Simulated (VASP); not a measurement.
# ZnO (P6_3mc) in VASP: single point with PBE

Aim: the single point of ZnO with PBE.

All numbers are computed with VASP 6.6.1; they aren't measurements. Logs are shortened: lines on timing, memory, paths and dates and some standing lists are left out, and cuts for length are marked.

## 1. The cell of the first run

The structure is hexagonal, space group P6_3mc (No. 186). The conventional cell has a = 3.249 Å, b = 3.249 Å, c = 5.206 Å, α = 90.00°, β = 90.00°, γ = 120.00°. Within 2.6 Å of Zn (site symmetry 3m) lie 4 O at 1.97 to 1.98 Å. O (site symmetry 3m) has 4 Zn at 1.97 to 1.98 Å within 2.6 Å.

## 2. Single point, PBE

INCAR

```
SYSTEM = ZnO
ALGO = Normal
EDIFF = 1E-6
ENCUT = 700
GGA = PE
GGA_COMPAT = .False.
ISIF = 2
ISMEAR = 0
ISYM = -1
LASPH = .True.
LCHARG = .False.
LREAL = .False.
LWAVE = .False.
NBANDS = 26
NELM = 120
PREC = Accurate
SIGMA = 0.01
```

KPOINTS

```
explicit points
54
Reciprocal
  0.08333333   0.08333333   0.00000000 2
  0.08333333   0.08333333   0.33333333 2
  0.08333333   0.08333333   0.66666667 2
  0.08333333   0.25000000   0.00000000 2
  0.08333333   0.25000000   0.33333333 2
  0.08333333   0.25000000   0.66666667 2
  0.08333333   0.41666667   0.00000000 2
  0.08333333   0.41666667   0.33333333 2
  0.08333333   0.41666667   0.66666667 2
  0.08333333   0.58333333   0.00000000 2
  0.08333333   0.58333333   0.33333333 2
  0.08333333   0.58333333   0.66666667 2
  0.08333333   0.75000000   0.00000000 2
  0.08333333   0.75000000   0.33333333 2
  0.08333333   0.75000000   0.66666667 2
  0.08333333   0.91666667   0.00000000 2
  0.08333333   0.91666667   0.33333333 2
  0.08333333   0.91666667   0.66666667 2
  0.25000000   0.08333333   0.00000000 2
  0.25000000   0.08333333   0.33333333 2
  0.25000000   0.08333333   0.66666667 2
  0.25000000   0.25000000   0.00000000 2
  0.25000000   0.25000000   0.33333333 2
  0.25000000   0.25000000   0.66666667 2
  0.25000000   0.41666667   0.00000000 2
  0.25000000   0.41666667   0.33333333 2
  0.25000000   0.41666667   0.66666667 2
  0.25000000   0.58333333   0.00000000 2
  0.25000000   0.58333333   0.33333333 2
  0.25000000   0.58333333   0.66666667 2
  0.25000000   0.75000000   0.00000000 2
  0.25000000   0.75000000   0.33333333 2
  0.25000000   0.75000000   0.66666667 2
  0.25000000   0.91666667   0.00000000 2
  0.25000000   0.91666667   0.33333333 2
  0.25000000   0.91666667   0.66666667 2
  0.41666667   0.08333333   0.00000000 2
  0.41666667   0.08333333   0.33333333 2
  0.41666667   0.08333333   0.66666667 2
  0.41666667   0.25000000   0.00000000 2
  0.41666667   0.25000000   0.33333333 2
  0.41666667   0.25000000   0.66666667 2
  0.41666667   0.41666667   0.00000000 2
  0.41666667   0.41666667   0.33333333 2
  0.41666667   0.41666667   0.66666667 2
  0.41666667   0.58333333   0.00000000 2
  0.41666667   0.58333333   0.33333333 2
  0.41666667   0.58333333   0.66666667 2
  0.41666667   0.75000000   0.00000000 2
  0.41666667   0.75000000   0.33333333 2
  0.41666667   0.75000000   0.66666667 2
  0.41666667   0.91666667   0.00000000 2
  0.41666667   0.91666667   0.33333333 2
  0.41666667   0.91666667   0.66666667 2
```

POSCAR

```
ZnO
1.0
    3.2493080000      0.0000000000      0.0000000000
   -1.6246540000      2.8139830000      0.0000000000
    0.0000000000      0.0000000000      5.2057090000
Zn O
2 2
Direct
    0.3333333333      0.6666666667      0.5000000000
    0.6666666667      0.3333333333      0.0000000000
    0.6666666667      0.3333333333      0.3790100000
    0.3333333333      0.6666666667      0.8790100000
```

Potentials or basis: VASP PAW PBE potentials, release 64 (Zn, O).

On the command line:

```
$ cat potpaw_PBE.64/Zn/POTCAR potpaw_PBE.64/O/POTCAR > POTCAR
$ mpirun -np 1 vasp_std > vasp.out
```

OUTCAR:

```text
SYSTEM = ZnO
   EDIFF = 1E-6
   ENCUT = 700
   GGA = PE
   ISIF = 2
   ISMEAR = 0
   ISYM = -1
   LASPH = .True.
   LREAL = .False.
   NELM = 120
   PREC = Accurate

 ion  position               nearest neighbor table
   1  0.333  0.667  0.500-   4 1.97   3 1.98   3 1.98   3 1.98
   2  0.667  0.333  0.000-   3 1.97   4 1.98   4 1.98   4 1.98
   3  0.667  0.333  0.379-   2 1.97   1 1.98   1 1.98   1 1.98
   4  0.333  0.667  0.879-   1 1.97   2 1.98   2 1.98   2 1.98

IMPORTANT INFORMATION: All symmetrisations will be switched off!
NOSYMM: (Re-)initialisation of all symmetry stuff for point group C_1.

----------------------------------------------------------------------------------------

                                     Primitive cell

  volume of cell :      47.5984

  direct lattice vectors                    reciprocal lattice vectors
     3.249308000  0.000000000  0.000000000     0.307757836  0.177684087  0.000000000
    -1.624654000  2.813983000  0.000000000     0.000000000  0.355368174  0.000000000
     0.000000000  0.000000000  5.205709000     0.000000000  0.000000000  0.192096792

  length of vectors
     3.249308000  3.249307764  5.205709000     0.355368148  0.355368174  0.192096792

  position of ions in fractional coordinates (direct lattice)
     0.333333333  0.666666667  0.500000000
     0.666666667  0.333333333  0.000000000
     0.666666667  0.333333333  0.379010000
     0.333333333  0.666666667  0.879010000

  ion indices of the primitive-cell ions
   primitive index   ion index
                 1           1
                 2           2
                 3           3
                 4           4

----------------------------------------------------------------------------------------

 KPOINTS: explicit points

Read explicit list of k-points.

 Found     54 k-points:

 Following reciprocal coordinates:
            Coordinates               Weight
  0.083333  0.083333  0.000000      0.018519
  0.083333  0.083333  0.333333      0.018519
  0.083333  0.083333  0.666667      0.018519
  0.083333  0.250000  0.000000      0.018519
  0.083333  0.250000  0.333333      0.018519
  0.083333  0.250000  0.666667      0.018519
[... 16 lines left out ...]
  0.250000  0.250000  0.333333      0.018519
  0.250000  0.250000  0.666667      0.018519
 [... further k-points ...]
   k-points           NKPTS =     54   k-points in BZ     NKDIM =     54   number of bands    NBANDS=     26
   number of dos      NEDOS =    301   number of ions     NIONS =      4
   total plane-waves  NPLWV =  37632
   dimension x,y,z NGX =    28 NGY =   28 NGZ =   48
   dimension x,y,z NGXF=    56 NGYF=   56 NGZF=   96
   ions per type =               2   2
   NGX,Y,Z   is equivalent  to a cutoff of  14.33, 14.33, 15.33 a.u.
   NGXF,Y,Z  is equivalent  to a cutoff of  28.65, 28.65, 30.66 a.u.
 SYSTEM =  ZnO
   PREC   = accura    normal or accurate (medium, high low for compatibility)
   ISTART =      0    job   : 0-new  1-cont  2-samecut
   ICHARG =      2    charge: 1-file 2-atom 10-const
   ISPIN  =      1    spin polarized calculation?
   LNONCOLLINEAR =      F non collinear calculations
   LSORBIT =      F    spin-orbit coupling
   LASPH  =      T    aspherical Exc in radial PAW
   ENCUT  =  700.0 eV  51.45 Ry    7.17 a.u.   7.01  7.01 11.23*2*pi/ulx,y,z
   NELM   =    120;   NELMIN=  2; NELMDL= -5     # of ELM steps
   EDIFF  = 0.1E-05   stopping-criterion for ELM
   LREAL  =      F    real-space projection
   EDIFFG = 0.1E-04   stopping-criterion for IOM
   NSW    =      0    number of steps for IOM
   IBRION =     -1    ionic relax: 0-MD 1-quasi-New 2-CG
   NFREE  =      0    steps in history (QN), initial steepest desc. (CG)
   ISIF   =      2    stress and relaxation
   ISYM   =     -1    0-nonsym 1-usesym 2-fastsym
   POTIM  = 0.5000    time-step for ionic-motion
   TEBEG  =    0.0;   TEEND  =   0.0 temperature during run
   PSTRESS=    0.0 pullay stress
   NELECT =      36.0000    total number of electrons
   NUPDOWN=      -1.0000    fix difference up-down
   EMIN   =  10.00;   EMAX   =-10.00  energy-range for DOS
   EFERMI =   0.00;   METHOD = LEGACY
   ISMEAR =     0;   SIGMA  =   0.01  broadening in eV -4-tet -1-fermi 0-gaus
   EFERMI_NEDOS =   21; number of points for ismear=-14 and -15
   IALGO  =     38    algorithm
   IMIX   =      4    mixing-type and parameters
     AMIX     =   0.40;   BMIX     =  1.00
     AMIX_MAG =   1.60;   BMIX_MAG =  1.00
  volume/ion in A,a.u.               =      11.90        80.30
  Fermi-wavevector in a.u.,A,eV,Ry     =   1.491574  2.818667 30.270162  2.224794
  Thomas-Fermi vector in A             =   2.604212
   LORBIT       =      0    0 simple, 1 ext, 2 COOP (PROOUT), +10 PAW based schemes
   GGA     = PE    functional components
   LHFCALC =     F    Hartree Fock is set to
   AEXX    =    0.0000 exact exchange contribution
   IVDW    =     0    specifies the selected vdW correction
   LEPSILON=     F    determine dielectric tensor
   LRPA    =     F    only Hartree local field effects (RPA)
 non-spin polarized calculation
 Gauss-broadening in eV      SIGMA  =   0.01
  energy-cutoff  :      700.00
  volume of cell :       47.60
 maximum number of plane-waves:      2015
 NGX is ok and might be reduce to    28
   NGX = 13   NGY = 13   NGZ = 23

 number of electron      36.0000000 magnetization

 Free energy of the ion-electron system (eV)
  ---------------------------------------------------
  ext. energy  EPLUGINS =         0.00000000
  ---------------------------------------------------
  free energy    TOTEN  =       -17.83178448 eV

  energy without entropy =      -17.83178448  energy(sigma->0) =      -17.83178448

 E-fermi :   1.2312     XC(G=0): -10.9109

 val. band max:        1.1479784067   @ k =   0.0833   0.9167   0.0000
 cond. band min:       2.5598801157   @ k =   0.0833   0.9167   0.0000
 fundamental gap:      1.4119017090
 Fermi energy:         1.2312498672

 k-point     1 :       0.0833    0.0833    0.0000
  band No.  band energies     occupation
      1     -16.7778      2.00000
      2     -16.1105      2.00000
      3      -4.5962      2.00000
      4      -4.4584      2.00000
      5      -4.3860      2.00000
      6      -4.3221      2.00000
[... 18 lines left out ...]
     25      15.0903      0.00000
     26      15.8386      0.00000

 k-point     2 :       0.0833    0.0833    0.3333
  band No.  band energies     occupation
      1     -16.6158      2.00000
      2     -16.2820      2.00000
      3      -4.7167      2.00000
      4      -4.7079      2.00000
      5      -4.3965      2.00000
      6      -4.3900      2.00000
[... 18 lines left out ...]
     25      14.2676      0.00000
     26      14.8864      0.00000

 k-point     3 :       0.0833    0.0833    0.6667
  band No.  band energies     occupation
      1     -16.6158      2.00000
      2     -16.2820      2.00000
      3      -4.7167      2.00000
      4      -4.7079      2.00000
      5      -4.3965      2.00000
      6      -4.3900      2.00000
[... 18 lines left out ...]
     25      14.2676      0.00000
     26      14.8864      0.00000

 k-point     4 :       0.0833    0.2500    0.0000
  band No.  band energies     occupation
      1     -16.4812      2.00000
      2     -16.0105      2.00000
      3      -4.7505      2.00000
      4      -4.4300      2.00000
      5      -4.3137      2.00000
      6      -4.1574      2.00000
[... 18 lines left out ...]
     25      14.3039      0.00000
     26      15.6170      0.00000

 k-point     5 :       0.0833    0.2500    0.3333
  band No.  band energies     occupation
      1     -16.3618      2.00000
      2     -16.1259      2.00000
      3      -4.8552      2.00000
      4      -4.7354      2.00000
      5      -4.2636      2.00000
      6      -4.2054      2.00000
[... 18 lines left out ...]
     25      14.2468      0.00000
     26      15.2550      0.00000

 k-point     6 :       0.0833    0.2500    0.6667
  band No.  band energies     occupation
      1     -16.3618      2.00000
      2     -16.1259      2.00000
      3      -4.8552      2.00000
      4      -4.7354      2.00000
      5      -4.2636      2.00000
      6      -4.2054      2.00000
[... 427 lines left out ...]
 k-point    21 :       0.2500    0.0833    0.6667
  band No.  band energies     occupation
      1     -16.3618      2.00000
      2     -16.1259      2.00000
      3      -4.8552      2.00000
      4      -4.7354      2.00000
      5      -4.2636      2.00000
      6      -4.2054      2.00000
[... 18 lines left out ...]
     25      14.2468      0.00000
     26      15.2550      0.00000

 k-point    22 :       0.2500    0.2500    0.0000
  band No.  band energies     occupation
      1     -16.2169      2.00000
      2     -15.9762      2.00000
      3      -4.5334      2.00000
      4      -4.4437      2.00000
      5      -4.1379      2.00000
      6      -4.0730      2.00000
[... 18 lines left out ...]
     25      12.8016      0.00000
     26      15.6347      0.00000

 k-point    23 :       0.2500    0.2500    0.3333
  band No.  band energies     occupation
      1     -16.1502      2.00000
      2     -16.0295      2.00000
      3      -4.6648      2.00000
      4      -4.6327      2.00000
      5      -4.2333      2.00000
      6      -4.1542      2.00000
[... 18 lines left out ...]
     25      14.3669      0.00000
     26      16.5570      0.00000

 k-point    24 :       0.2500    0.2500    0.6667
  band No.  band energies     occupation
      1     -16.1502      2.00000
      2     -16.0295      2.00000
      3      -4.6648      2.00000
      4      -4.6327      2.00000
      5      -4.2333      2.00000
      6      -4.1542      2.00000
[... 18 lines left out ...]
     25      14.3669      0.00000
     26      16.5570      0.00000

 [... further k-points ...]

------------------------ aborting loop because EDIFF is reached ----------------------------------------

  FORCE on cell =-STRESS in cart. coord.  units (eV):
  Direction    XX          YY          ZZ          XY          YZ          ZX
  --------------------------------------------------------------------------------------
  -------------------------------------------------------------------------------------
  Total        1.5523708      1.5588547      2.0811249      0.0056076      0.0000003      0.0000003
  in kB       52.2533102     52.4715597     70.0513476      0.1887531      0.0000116      0.0000101
  external PRESSURE =      58.2587392 kB  Pullay stress =       0.0000000 kB

 VOLUME and BASIS-vectors are now :
 -----------------------------------------------------------------------------
  energy-cutoff  :      700.00
  volume of cell :       47.60
      direct lattice vectors                 reciprocal lattice vectors
     3.249308000  0.000000000  0.000000000     0.307757836  0.177684087  0.000000000
    -1.624654000  2.813983000  0.000000000     0.000000000  0.355368174  0.000000000
     0.000000000  0.000000000  5.205709000     0.000000000  0.000000000  0.192096792

 POSITION                                       TOTAL-FORCE (eV/Angst)
 -----------------------------------------------------------------------------------
     -0.00000      1.87599      2.60285         0.000443     -0.000256     -0.075108
      1.62465      0.93799      0.00000        -0.000443      0.000257     -0.075111
      1.62465      0.93799      1.97302        -0.000013      0.000008      0.075113
     -0.00000      1.87599      4.57587         0.000013     -0.000009      0.075106
 -----------------------------------------------------------------------------------
    total drift:                                0.000000     -0.000000     -0.001002

  FREE ENERGIE OF THE ION-ELECTRON SYSTEM (eV)
  ---------------------------------------------------
  free  energy   TOTEN  =       -17.8317844802 eV

  energy  without entropy=      -17.8317844802  energy(sigma->0) =      -17.83178448
```

Run time: 70 s. Hardware: 1 thread of AMD EPYC 7R13 (Zen 3), shared host; peak memory 0.2 GiB.

What came out:

```
Free energy            : -17.8318 eV
Pressure               : 5.8 GPa
Largest force          : 0.075 eV/Å
Band gap on the k mesh : 1.41 eV
```

Forces in eV/Å, atoms in the order of the input:
```
Zn   0.000  0.000 -0.075
Zn   0.000  0.000 -0.075
O    0.000  0.000  0.075
O    0.000  0.000  0.075
```

Stress tensor (GPa, compression positive):
```
5.23 0.02 0.00
0.02 5.25 0.00
0.00 0.00 7.01
```

Levels at points of the mesh, in eV from the valence-band top:
| k point | band 16 | band 17 | band 18 | band 19 | band 20 | band 21 |
| --- | --- | --- | --- | --- | --- | --- |
| (0.08, 0.08, 0.00) | -0.81 | -0.16 | -0.11 | 2.07 | 6.06 | 8.30 |

Caveat: the cell stands under pressure; a shifted mesh leaves out Γ, where band edges can lie. A k mesh can miss the band edges.
